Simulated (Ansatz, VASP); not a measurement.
# ZnS in VASP and in Ansatz

```
CELL_PARAMETERS angstrom
3.78145 0.00000 0.00000
-1.89072 3.27483 0.00000
0.00000 0.00000 6.20871
ATOMIC_POSITIONS crystal
Zn 0.33333 0.66667 0.01752
Zn 0.66667 0.33333 0.51752
S 0.33333 0.66667 0.37956
S 0.66667 0.33333 0.87956
```

Alike in both runs: task single point; functional PBEsol; k mesh 9 × 9 × 6; occupations gaussian, width 0.05 eV; no spin polarisation.

```csv
,VASP,Ansatz
version,VASP 6.6.1,Ansatz 0.2.0
potentials or method,"VASP PAW PBE potentials, release 64 (Zn, S), cutoff 520 eV","scalar-relativistic, plane waves, PAW"
valence electrons in the cell,36,36
```

VASP gave:

* gap on the k mesh at the Fermi level (eV): 2.12
* least direct gap on the mesh (eV): 2.12
* pressure (GPa): 0.4
* traceless stress, the component that is largest in VASP (GPa): 2.56
* rms of the force components (eV/Å): 0.313

Task: What did Ansatz give for the same quantities?

Result: gap on the k mesh at the Fermi level (eV): 2.11; least direct gap on the mesh (eV): 2.11; pressure (GPa): 0.2; traceless stress, the component that is largest in VASP (GPa): 2.53; rms of the force components (eV/Å): 0.312.

VASP's potentials were made for PBE, not for PBEsol. Atom by atom the forces differ by 0.001 eV/Å (rms over components).
